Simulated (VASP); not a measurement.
## H2C9: single point with LDA

System: H2C9, a slab with vacuum.

```
C H
1.0
     2.49732    0.00000    0.00000
     0.00000    4.99463    0.00000
     0.00000    0.00000   20.56588
C H
18 4
Cartesian
  0.0000 1.2487 4.6524
  0.0000 3.7460 4.6524
  0.0000 2.4973 5.5353
  0.0000 0.0000 5.5353
  1.2487 2.4973 6.4183
  1.2487 0.0000 6.4183
  1.2487 3.7460 7.3012
  1.2487 1.2487 7.3012
  0.0000 3.7600 8.1865
  0.0000 1.2339 8.2040
  0.0000 -0.0276 9.1631
  0.0000 2.5147 9.0203
  1.2487 -0.0374 10.1106
  1.2487 2.5380 9.8632
  1.2487 1.2997 10.8397
  1.2487 3.6222 11.0130
  0.0000 1.8057 11.4065
  0.0000 3.1459 11.8305
  -0.7102 1.2508 3.8884
  0.7102 1.2508 3.8884
  0.7102 3.7438 3.8884
  -0.7102 3.7438 3.8884
```

| Quantity | Value |
| --- | --- |
| Program | VASP 6.6.1 |
| Task | single point |
| Functional | LDA |
| Potentials or basis | VASP PAW LDA potentials, release 64 (C, H) |
| Cutoff | 520 eV |
| k mesh | 10 × 5 × 1 |
| Occupations | gaussian, width 0.05 eV |
| Spin | no spin polarisation |

| Property | Result |
| --- | --- |
| Largest force | 4.416 eV/Å |
| Band gap on the k mesh | 1.13 eV |

Forces on the atoms (eV/Å):
```
C    0.000  0.001  1.903
C    0.000  0.000  1.913
C    0.000 -0.016 -1.785
C    0.000  0.017 -1.825
C    0.000  0.007  0.160
C    0.000  0.000 -0.161
C    0.000  0.824  0.064
C    0.000 -0.825  0.598
C    0.000  0.016 -0.007
C    0.000 -0.010 -0.006
C    0.000 -0.010  0.007
C    0.000  0.000  0.007
C    0.000  0.003  0.002
C    0.000  0.005 -0.025
C    0.000 -0.023  0.019
C    0.000  0.026  0.016
C    0.000 -0.054  3.680
C    0.000  0.035 -4.415
H   -0.035  0.000 -0.036
H    0.035  0.000 -0.036
H    0.035  0.001 -0.036
H   -0.035  0.001 -0.036
```

Levels at points of the mesh, in eV from the valence-band top:
```
           k point  band 36  band 37  band 38  band 39  band 40  band 41
(0.00, 0.00, 0.00)    -0.52    -0.45     0.00     1.13     2.29     3.00
(0.50, 0.00, 0.00)    -3.05    -2.67    -1.76     1.20     3.82     3.97
```

Run time: 5 min on 1 thread of Intel(R) Xeon(R) 6975P-C (Granite Rapids) (shared host), peak memory 0.35 GiB.
